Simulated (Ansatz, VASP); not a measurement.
# Two plane-wave programs on Hf

```xyz
1
Lattice="2.8240 0.0000 0.0000 0.0000 2.8240 0.0000 0.0000 0.0000 2.8240" Properties=species:S:1:pos:R:3 pbc="T T T"
Hf    0.0000    0.0000    0.0000
```

Alike in both runs: functional LDA; k mesh 11 × 11 × 11; occupations fermi-dirac, width 0.1 eV; no spin polarisation.

Ansatz relaxed the structure, and its values are those at the end. VASP's run is a single point on that final structure, the one shown.

|  | VASP | Ansatz |
| --- | --- | --- |
| version | VASP 6.6.1 | Ansatz 0.2.0 |
| potentials or method | VASP PAW LDA potentials, release 64 (Hf_pv), cutoff 520 eV | plane waves (420 eV) with PAW, scalar-relativistic |
| valence electrons in the cell | 10 | 26 |

|  | VASP | Ansatz | Ansatz less VASP |
| --- | --- | --- | --- |
| pressure (GPa) | 0.0 | 0.0 | 0.00 |

Ansatz warns that its potentials were made for another functional, while VASP's fit it. LDA's correlation is that of Perdew and Zunger in VASP and of Perdew and Wang (1992) in Ansatz. VASP's potentials hold 10 valence electrons a cell and Ansatz's 26, so a difference there can come from the potentials and not from the codes.

Neither program's run includes spin-orbit coupling.
